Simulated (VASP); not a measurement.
# LiSi16 (a cell with a defect) in VASP: notebook

The runs below take LiSi16 (a cell with a defect) through relaxation of the atoms, with PBE.

Everything below comes from runs of VASP 6.6.1. Logs are shortened: lines on timing, memory, paths and dates and some standing lists are left out, and cuts for length are marked.

### 1 The cell of the first run

The cell holds a defect, 17 atoms: a = 7.679 Å, b = 7.679 Å, c = 7.679 Å, α = 60.00°, β = 60.00°, γ = 60.00°.

### 2 Relaxation of the atoms, PBE, collinear spin

Input file INCAR:

```
ALGO = Normal ; EDIFF = 1E-7
EDIFFG = -0.03 ; ENCUT = 520
GGA = PE ; IBRION = 2
ISIF = 2 ; ISMEAR = 0
ISPIN = 2 ; KPAR = 2
LASPH = T ; LCHARG = F
LORBIT = 11 ; LREAL = Auto
LWAVE = F ; MAGMOM = 0 0 0 0 0 0 0 0 0 0 0 0 0 0 0 0 1
NELM = 150 ; NSW = 80
PREC = Accurate ; SIGMA = 0.05
```

Input file KPOINTS:

```
k-points
0
Gamma
  2 2 2
```

Input file POSCAR:

```
LiSi16
1.0
    0.0000000000      5.4300000000      5.4300000000
    5.4300000000      0.0000000000      5.4300000000
    5.4300000000      5.4300000000      0.0000000000
Si Li
16 1
Direct
    0.0000000000      0.0000000000      0.0000000000
    0.1250000000      0.1250000000      0.1250000000
    0.0000000000      0.0000000000      0.5000000000
    0.1250000000      0.1250000000      0.6250000000
    0.0000000000      0.5000000000      0.0000000000
    0.1250000000      0.6250000000      0.1250000000
    0.0000000000      0.5000000000      0.5000000000
    0.1250000000      0.6250000000      0.6250000000
    0.5000000000      0.0000000000      0.0000000000
    0.6250000000      0.1250000000      0.1250000000
    0.5000000000      0.0000000000      0.5000000000
    0.6250000000      0.1250000000      0.6250000000
    0.5000000000      0.5000000000      0.0000000000
    0.6250000000      0.6250000000      0.1250000000
    0.5000000000      0.5000000000      0.5000000000
    0.6250000000      0.6250000000      0.6250000000
    0.2353273000      0.2600664000      0.2605716000
```

Potentials or basis: VASP PAW PBE potentials, release 64 (Si, Li_sv).

Launch:

```sh
$ cat potpaw_PBE.64/Si/POTCAR potpaw_PBE.64/Li_sv/POTCAR > POTCAR
$ mpirun -np 4 vasp_std > vasp.out
```

OUTCAR:

```text
EDIFF = 1E-7
   EDIFFG = -0.03
   ENCUT = 520
   GGA = PE
   IBRION = 2
   ISIF = 2
   ISMEAR = 0
   ISPIN = 2
   LASPH = T
   LORBIT = 11
   LREAL = Auto
   NELM = 150
   NSW = 80
   PREC = Accurate

 ion  position               nearest neighbor table
   1  0.000  0.000  0.000-   2 2.35   4 2.35   6 2.35  10 2.35
   2  0.125  0.125  0.125-   1 2.35   3 2.35   5 2.35   9 2.35  17 2.39
   3  0.000  0.000  0.500-   2 2.35   4 2.35   8 2.35  12 2.35  17 2.69
   4  0.125  0.125  0.625-  17 2.29   3 2.35   7 2.35  11 2.35   1 2.35
   5  0.000  0.500  0.000-   2 2.35   6 2.35   8 2.35  14 2.35  17 2.70
   6  0.125  0.625  0.125-  17 2.29   5 2.35   7 2.35  13 2.35   1 2.35
   7  0.000  0.500  0.500-   4 2.35   6 2.35   8 2.35  16 2.35  17 2.60
   8  0.125  0.625  0.625-   3 2.35   5 2.35   7 2.35  15 2.35
   9  0.500  0.000  0.000-   2 2.35  10 2.35  12 2.35  14 2.35  17 2.83
  10  0.625  0.125  0.125-   1 2.35   9 2.35  11 2.35  13 2.35  17 2.44
  11  0.500  0.000  0.500-   4 2.35  10 2.35  12 2.35  16 2.35  17 2.74
  12  0.625  0.125  0.625-   3 2.35   9 2.35  11 2.35  15 2.35
  13  0.500  0.500  0.000-   6 2.35  10 2.35  14 2.35  16 2.35  17 2.74
  14  0.625  0.625  0.125-   5 2.35   9 2.35  13 2.35  15 2.35
  15  0.500  0.500  0.500-   8 2.35  12 2.35  14 2.35  16 2.35
  16  0.625  0.625  0.625-   7 2.35  11 2.35  13 2.35  15 2.35
  17  0.235  0.260  0.261-   4 2.29   6 2.29   2 2.39  10 2.44   7 2.60   3 2.69   5 2.70  11 2.74
                            13 2.74   9 2.83

  LATTYP: Found a face centered cubic cell.
 ALAT       =    10.8600000000

  Lattice vectors:

 A1 = (   0.0000000000,   5.4300000000,   5.4300000000)
 A2 = (   5.4300000000,   0.0000000000,   5.4300000000)
 A3 = (   5.4300000000,   5.4300000000,   0.0000000000)

Analysis of symmetry for initial positions (statically):
=====================================================================
 Subroutine PRICEL returns:
 Original cell was already a primitive cell.

 Routine SETGRP: Setting up the symmetry group for a
 face centered cubic supercell.

 Subroutine GETGRP returns: Found  1 space group operations
 (whereof  1 operations were pure point group operations)
 out of a pool of 48 trial point group operations.

The static configuration has the point symmetry C_1 .

Analysis of symmetry for dynamics (positions and initial velocities):
=====================================================================
 Subroutine PRICEL returns:
 Original cell was already a primitive cell.

 Routine SETGRP: Setting up the symmetry group for a
 face centered cubic supercell.

 Subroutine GETGRP returns: Found  1 space group operations
 (whereof  1 operations were pure point group operations)
 out of a pool of 48 trial point group operations.

The dynamic configuration has the point symmetry C_1 .

Analysis of structural, dynamic, and magnetic symmetry:
=====================================================================
 Subroutine PRICEL returns:
 Original cell was already a primitive cell.

 Routine SETGRP: Setting up the symmetry group for a
 face centered cubic supercell.

 Subroutine GETGRP returns: Found  1 space group operations
 (whereof  1 operations were pure point group operations)
 out of a pool of 48 trial point group operations.

The overall configuration has the point symmetry C_1 .

 Subroutine INISYM returns: Found  1 space group operations
 (whereof  1 operations are pure point group operations),
 and found     1 'primitive' translations

----------------------------------------------------------------------------------------

                                     Primitive cell

  volume of cell :     320.2060

  direct lattice vectors                    reciprocal lattice vectors
     0.000000000  5.430000000  5.430000000    -0.092081031  0.092081031  0.092081031
     5.430000000  0.000000000  5.430000000     0.092081031 -0.092081031  0.092081031
     5.430000000  5.430000000  0.000000000     0.092081031  0.092081031 -0.092081031

  length of vectors
     7.679179644  7.679179644  7.679179644     0.159489025  0.159489025  0.159489025

  position of ions in fractional coordinates (direct lattice)
     0.000000000  0.000000000  0.000000000
     0.125000000  0.125000000  0.125000000
     0.000000000  0.000000000  0.500000000
     0.125000000  0.125000000  0.625000000
     0.000000000  0.500000000  0.000000000
     0.125000000  0.625000000  0.125000000
[... 74 lines left out ...]
   NGX,Y,Z   is equivalent  to a cutoff of  12.99, 12.99, 12.99 a.u.
   NGXF,Y,Z  is equivalent  to a cutoff of  25.98, 25.98, 25.98 a.u.
 SYSTEM =  unknown system
   PREC   = accura    normal or accurate (medium, high low for compatibility)
   ISTART =      0    job   : 0-new  1-cont  2-samecut
   ICHARG =      2    charge: 1-file 2-atom 10-const
   ISPIN  =      2    spin polarized calculation?
   LNONCOLLINEAR =      F non collinear calculations
   LSORBIT =      F    spin-orbit coupling
[... 19 lines left out ...]
   EFERMI_NEDOS =   21; number of points for ismear=-14 and -15
   IALGO  =     38    algorithm
   IMIX   =      4    mixing-type and parameters
     AMIX     =   0.40;   BMIX     =  1.00
     AMIX_MAG =   1.60;   BMIX_MAG =  1.00
  volume/ion in A,a.u.               =      18.84       127.11
  Fermi-wavevector in a.u.,A,eV,Ry     =   0.971904  1.836632 12.852022  0.944597
  Thomas-Fermi vector in A             =   2.102159
   LORBIT       =     11    0 simple, 1 ext, 2 COOP (PROOUT), +10 PAW based schemes
   GGA     = PE    functional components
   LHFCALC =     F    Hartree Fock is set to
   AEXX    =    0.0000 exact exchange contribution
   IVDW    =     0    specifies the selected vdW correction
   LEPSILON=     F    determine dielectric tensor
   LRPA    =     F    only Hartree local field effects (RPA)
 conjugate gradient relaxation of ions
 spin polarized calculation
 Gauss-broadening in eV      SIGMA  =   0.05
  energy-cutoff  :      520.00
  volume of cell :      320.21
 maximum number of plane-waves:      8646
 NGX is ok and might be reduce to    60
   NGX = 29   NGY = 29   NGZ = 29

--------------------------------------- Ionic step        1  -------------------------------------------

 number of electron      67.0000006 magnetization       0.0551486

 number of electron      67.0000006 magnetization      -0.0000928

 Free energy of the ion-electron system (eV)
  ---------------------------------------------------
  ext. energy  EPLUGINS =         0.00000000
  ---------------------------------------------------
  free energy    TOTEN  =       -86.70963904 eV

  energy without entropy =      -86.70166461  energy(sigma->0) =      -86.70565183

------------------------ aborting loop because EDIFF is reached ----------------------------------------

  FORCE on cell =-STRESS in cart. coord.  units (eV):
  Direction    XX          YY          ZZ          XY          YZ          ZX
  --------------------------------------------------------------------------------------
  -------------------------------------------------------------------------------------
  Total        7.5174968      7.4381028      7.4403457      0.1361648     -0.6663807      0.1181267
  in kB       37.6144182     37.2171639     37.2283866      0.6813116     -3.3342910      0.5910566
  external PRESSURE =      37.3533229 kB  Pullay stress =       0.0000000 kB
[... 136 lines left out ...]
  FREE ENERGIE OF THE ION-ELECTRON SYSTEM (eV)
  ---------------------------------------------------
  free  energy   TOTEN  =       -86.8526251821 eV

  energy  without entropy=      -86.8447001398  energy(sigma->0) =      -86.84866266

[... ionic steps 4 to 11 ...]

--------------------------------------- Ionic step       12  -------------------------------------------

 number of electron      67.0000000 magnetization      -0.0000005

------------------------ aborting loop because EDIFF is reached ----------------------------------------
[... 97 lines left out ...]
--------------------------------------- Ionic step       14  -------------------------------------------

 number of electron      66.9999999 magnetization      -0.0000062

 Free energy of the ion-electron system (eV)
  ---------------------------------------------------
  ext. energy  EPLUGINS =         0.00000000
  ---------------------------------------------------
  free energy    TOTEN  =       -86.86720680 eV

  energy without entropy =      -86.85881930  energy(sigma->0) =      -86.86301305

 E-fermi :   6.6618     XC(G=0):  -9.5299

 val. band max:        6.6599854744   @ k =   0.0000   0.0000   0.0000
 cond. band min:       6.8364586122   @ k =   0.0000   0.0000   0.0000
 fundamental gap:      0.1764731378
 Fermi energy:         6.6617980584

 spin component 1

 k-point     1 :       0.0000    0.0000    0.0000
  band No.  band energies     occupation
      1     -40.4701      1.00000
      2      -5.9818      1.00000
      3      -3.7449      1.00000
      4      -3.6565      1.00000
      5      -3.6551      1.00000
      6      -3.6544      1.00000
[... 365 lines left out ...]
     43      10.1691      0.00000
     44      10.2500      0.00000
 Fermi energy:         6.6617980584

 spin component 2

 k-point     1 :       0.0000    0.0000    0.0000
  band No.  band energies     occupation
      1     -40.4701      1.00000
      2      -5.9818      1.00000
      3      -3.7449      1.00000
      4      -3.6565      1.00000
      5      -3.6551      1.00000
      6      -3.6544      1.00000
[... 409 lines left out ...]
  FREE ENERGIE OF THE ION-ELECTRON SYSTEM (eV)
  ---------------------------------------------------
  free  energy   TOTEN  =       -86.8672068036 eV

  energy  without entropy=      -86.8588192985  energy(sigma->0) =      -86.86301305

 reached required accuracy - stopping structural energy minimisation

 total charge

# of ion       s       p       d       tot
------------------------------------------
    1        0.733   0.979   0.000   1.712
    2        0.745   0.964   0.000   1.709
    3        0.737   0.948   0.000   1.686
    4        0.745   0.964   0.000   1.709
    5        0.737   0.948   0.000   1.686
    6        0.745   0.964   0.000   1.709
[... 9 lines left out ...]
   16        0.743   0.954   0.000   1.697
   17        2.028   0.088   0.000   2.115
--------------------------------------------------
tot         13.869  15.398   0.000  29.267

 magnetization (x)

# of ion       s       p       d       tot
------------------------------------------
    1        0.000   0.000   0.000   0.000
    2        0.000  -0.000   0.000  -0.000
    3       -0.000   0.000   0.000  -0.000
    4        0.000  -0.000   0.000  -0.000
    5       -0.000  -0.000   0.000  -0.000
    6        0.000   0.000   0.000   0.000
[... 9 lines left out ...]
   16        0.000   0.000   0.000   0.000
   17       -0.000   0.000   0.000   0.000
--------------------------------------------------
tot         -0.000  -0.000   0.000  -0.000
```

Run time: 8.2 min. Hardware: 4 MPI ranks of Intel Xeon 6975P-C (Granite Rapids), shared host; peak memory 0.47 GiB.

Results:

```yaml
Free_energy: -86.8672 eV
Energy_gained_by_relaxing: 9.3 meV/atom
Ionic_steps: 14
Largest_force_after_relaxing: 0.021 eV/Å
Net_moment: 0.00 μB per cell
Valence_electrons_inside_the_program's_atomic_spheres: Si 1.71, 1.69, 1.70 (each value once); Li 2.12
```

Forces in eV/Å, atoms in the order of the input:
```
Si   0.001 -0.003 -0.003
Si   0.003  0.008  0.008
Si   0.007 -0.003 -0.007
Si  -0.016 -0.004  0.007
Si   0.007 -0.006 -0.003
Si  -0.015  0.007 -0.004
Si   0.014 -0.002 -0.001
Si   0.008 -0.014 -0.013
Si   0.002  0.001  0.001
Si  -0.007  0.005  0.005
Si   0.005  0.003  0.002
Si  -0.001 -0.007  0.005
Si   0.005  0.002  0.002
Si   0.000  0.005 -0.007
Si  -0.011  0.003  0.003
Si   0.005  0.007  0.007
Li  -0.008 -0.001 -0.001
```

Step by step:
```csv
step,energy change (eV),largest force (eV/Å),pressure (GPa)
1,0.0000,1.1786,3.74
2,-0.1390,0.2592,3.54
3,-0.1430,0.2543,3.55
4,-0.1501,0.2094,3.55
5,-0.1504,0.2079,3.54
6,-0.1540,0.1404,3.54
7,-0.1551,0.0912,3.54
8,-0.1568,0.0498,3.53
9,-0.1570,0.0441,3.53
10,-0.1570,0.0432,3.53
11,-0.1572,0.0350,3.53
12,-0.1572,0.0444,3.53
13,-0.1573,0.0329,3.54
14,-0.1576,0.0213,3.53
```

Final structure:
```
Si Li
1.0
     0.00000    5.43000    5.43000
     5.43000    0.00000    5.43000
     5.43000    5.43000    0.00000
Si Li
16 1
Direct
  0.99826 0.00114 0.00118
  0.12146 0.12289 0.12292
  0.99807 0.99857 0.50229
  0.12104 0.12281 0.63451
  0.99807 0.50226 0.99860
  0.12105 0.63446 0.12284
  0.99774 0.50217 0.50222
  0.12827 0.62414 0.62419
  0.50067 0.99892 0.99894
  0.63144 0.12315 0.12318
  0.50045 0.99872 0.50252
  0.62356 0.12804 0.62459
  0.50045 0.50250 0.99874
  0.62356 0.62457 0.12804
  0.49998 0.50004 0.50004
  0.62327 0.62428 0.62431
  0.24801 0.25141 0.25145
```

Levels at points of the mesh, in eV from the Fermi level:
Spin up:
| k point | band 30 | band 31 | band 32 | band 33 | band 34 | band 35 | band 36 | band 37 |
| --- | --- | --- | --- | --- | --- | --- | --- | --- |
| (0.00, 0.00, 0.00) | -1.79 | -0.67 | -0.67 | -0.67 | -0.07 | -0.07 | -0.07 | 0.00 |
| (0.50, 0.00, 0.00) | -1.48 | -1.48 | -1.40 | -1.40 | 0.51 | 0.69 | 0.69 | 0.89 |
| (0.00, 0.50, 0.00) | -1.48 | -1.48 | -1.40 | -1.40 | 0.51 | 0.70 | 0.70 | 0.88 |
| (0.00, 0.00, 0.50) | -1.48 | -1.48 | -1.40 | -1.40 | 0.51 | 0.70 | 0.70 | 0.88 |
| (0.50, 0.50, 0.50) | -1.48 | -1.48 | -1.40 | -1.40 | 0.51 | 0.69 | 0.69 | 0.88 |
| (0.50, 0.50, 0.00) | -2.04 | -2.04 | -1.97 | -1.94 | 0.37 | 0.43 | 1.49 | 1.63 |
| (0.00, 0.50, 0.50) | -2.05 | -2.04 | -1.97 | -1.94 | 0.37 | 0.43 | 1.49 | 1.63 |
| (0.50, 0.00, 0.50) | -2.04 | -2.04 | -1.97 | -1.94 | 0.37 | 0.43 | 1.49 | 1.63 |
Spin down:
```
           k point  band 31  band 32  band 33  band 34  band 35  band 36
(0.00, 0.00, 0.00)    -0.67    -0.67    -0.67    -0.07    -0.07    -0.07
(0.50, 0.00, 0.00)    -1.48    -1.40    -1.40     0.51     0.69     0.69
(0.00, 0.50, 0.00)    -1.48    -1.40    -1.40     0.51     0.70     0.70
(0.00, 0.00, 0.50)    -1.48    -1.40    -1.40     0.51     0.70     0.70
(0.50, 0.50, 0.50)    -1.48    -1.40    -1.40     0.51     0.69     0.69
(0.50, 0.50, 0.00)    -2.04    -1.97    -1.94     0.37     0.43     1.49
(0.00, 0.50, 0.50)    -2.04    -1.97    -1.94     0.37     0.43     1.49
(0.50, 0.00, 0.50)    -2.04    -1.97    -1.94     0.37     0.43     1.49
```

Caveat: the k points lie up to 0.50 Å⁻¹ apart; the cutoff is under 1.25 times the usual one of these potentials, so pressure, stress and relaxed cells hold a basis-set (Pulay) error.

### 3 Relaxation of the atoms, PBE, collinear spin

Input file INCAR:

```
SYSTEM = LiSi16
PREC = Accurate
ENCUT = 520
EDIFF = 1E-7
ISMEAR = 0
SIGMA = 0.05
LREAL = Auto
LASPH = .TRUE.
NELM = 150
ALGO = Normal
ISIF = 2
LWAVE = .FALSE.
LCHARG = .FALSE.
ISPIN = 2
MAGMOM = 0 0 0 0 0 0 0 0 0 0 0 0 0 0 0 0 1
LORBIT = 11
GGA = PE
IBRION = 2
NSW = 80
EDIFFG = -0.03
KPAR = 2
```

Input file KPOINTS:

```
regular mesh
0
G
  2 2 2
  0 0 0
```

Edit POSCAR of step 2 so:

```diff
@@ -24,2 +24,2 @@
     0.6250000000      0.6250000000      0.6250000000
-    0.2353273000      0.2600664000      0.2605716000
+    0.3750389400     -0.1325798600      0.3775813300
```

Potentials or basis: VASP PAW PBE potentials, release 64 (Si, Li_sv).

Launch:

```sh
$ cat potpaw_PBE.64/Si/POTCAR potpaw_PBE.64/Li_sv/POTCAR > POTCAR
$ mpirun -np 4 vasp_std > vasp.out
```

Run time: 5 min. Hardware: 4 MPI ranks of Intel Xeon 6975P-C (Granite Rapids), shared host; peak memory 0.47 GiB.

It converged, with:

```
Free energy                                           : -86.8672 eV
Energy gained by relaxing                             : 7.8 meV/atom
Ionic steps                                           : 9
Largest force after relaxing                          : 0.020 eV/Å
Net moment                                            : 0.00 μB per cell
Valence electrons inside the program's atomic spheres : Si 1.70, 1.69, 1.71 (each value once); Li 2.12
```

Forces on the atoms (eV/Å):
```
Si   0.002 -0.004  0.000
Si  -0.006  0.004 -0.003
Si   0.004 -0.004 -0.008
Si  -0.006  0.006 -0.003
Si   0.009  0.014  0.008
Si  -0.008  0.006 -0.012
Si  -0.014 -0.009  0.006
Si   0.005 -0.005 -0.001
Si  -0.008 -0.004  0.004
Si  -0.004  0.003 -0.007
Si   0.010  0.013  0.009
Si   0.008 -0.011  0.014
Si   0.004 -0.005 -0.012
Si   0.000 -0.008  0.004
Si  -0.005  0.005 -0.005
Si   0.007 -0.002  0.005
Li   0.001 -0.001  0.002
```

Step by step:
```csv
step,energy change (eV),largest force (eV/Å),pressure (GPa)
1,0.0000,1.1045,3.71
2,-0.1250,0.1825,3.53
3,-0.1293,0.1242,3.54
4,-0.1321,0.0901,3.54
5,-0.1321,0.0904,3.54
6,-0.1327,0.0611,3.54
7,-0.1328,0.0491,3.53
8,-0.1331,0.0348,3.54
9,-0.1333,0.0196,3.53
```

Final structure:
```
Si Li
1.0
     0.00000    5.43000    5.43000
     5.43000    0.00000    5.43000
     5.43000    5.43000    0.00000
Si Li
16 1
Cartesian
  5.4191 0.0109 5.4192
  1.3583 1.3401 1.3568
  2.7433 8.1162 5.3985
  4.0898 4.0711 1.3561
  2.7257 0.0109 2.7255
  4.0731 1.3571 4.0733
  5.4191 2.7043 2.7255
  6.7852 4.0748 4.0538
  5.4004 8.1174 2.7414
  1.3569 4.0719 4.0897
  2.7406 5.4575 2.7400
  4.0672 6.7904 4.0644
  2.7256 2.7043 5.4191
  4.0542 4.0756 6.7844
  5.3956 5.4638 5.3948
  6.7838 6.8057 6.7838
  6.7826 4.0748 6.7803
```

Levels at points of the mesh, in eV from the Fermi level:
Spin up:
```csv
k point,band 31,band 32,band 33,band 34,band 35,band 36
"(0.00, 0.00, 0.00)",-0.67,-0.67,-0.67,-0.07,-0.07,-0.07
"(0.50, 0.00, 0.00)",-1.48,-1.40,-1.40,0.51,0.69,0.70
"(0.00, 0.50, 0.00)",-1.48,-1.40,-1.40,0.50,0.70,0.70
"(0.00, 0.00, 0.50)",-1.48,-1.40,-1.40,0.51,0.69,0.69
"(0.50, 0.50, 0.50)",-1.48,-1.40,-1.40,0.51,0.69,0.69
"(0.50, 0.50, 0.00)",-2.05,-1.97,-1.94,0.37,0.43,1.49
"(0.00, 0.50, 0.50)",-2.05,-1.97,-1.94,0.37,0.43,1.49
"(0.50, 0.00, 0.50)",-2.05,-1.97,-1.94,0.37,0.43,1.49
```
Spin down:
```
           k point  band 30  band 31  band 32  band 33  band 34  band 35  band 36  band 37
(0.00, 0.00, 0.00)    -1.79    -0.67    -0.67    -0.67    -0.07    -0.07    -0.07     0.00
(0.50, 0.00, 0.00)    -1.49    -1.48    -1.40    -1.40     0.51     0.69     0.70     0.88
(0.00, 0.50, 0.00)    -1.48    -1.48    -1.40    -1.40     0.50     0.70     0.70     0.88
(0.00, 0.00, 0.50)    -1.48    -1.48    -1.40    -1.40     0.51     0.69     0.69     0.88
(0.50, 0.50, 0.50)    -1.48    -1.48    -1.40    -1.40     0.51     0.69     0.69     0.88
(0.50, 0.50, 0.00)    -2.05    -2.05    -1.97    -1.94     0.37     0.43     1.49     1.62
(0.00, 0.50, 0.50)    -2.05    -2.05    -1.97    -1.94     0.37     0.43     1.49     1.62
(0.50, 0.00, 0.50)    -2.05    -2.05    -1.97    -1.94     0.37     0.43     1.49     1.62
```

Caveat: the k points lie up to 0.50 Å⁻¹ apart; the cutoff is under 1.25 times the usual one of these potentials, so pressure, stress and relaxed cells hold a basis-set (Pulay) error.
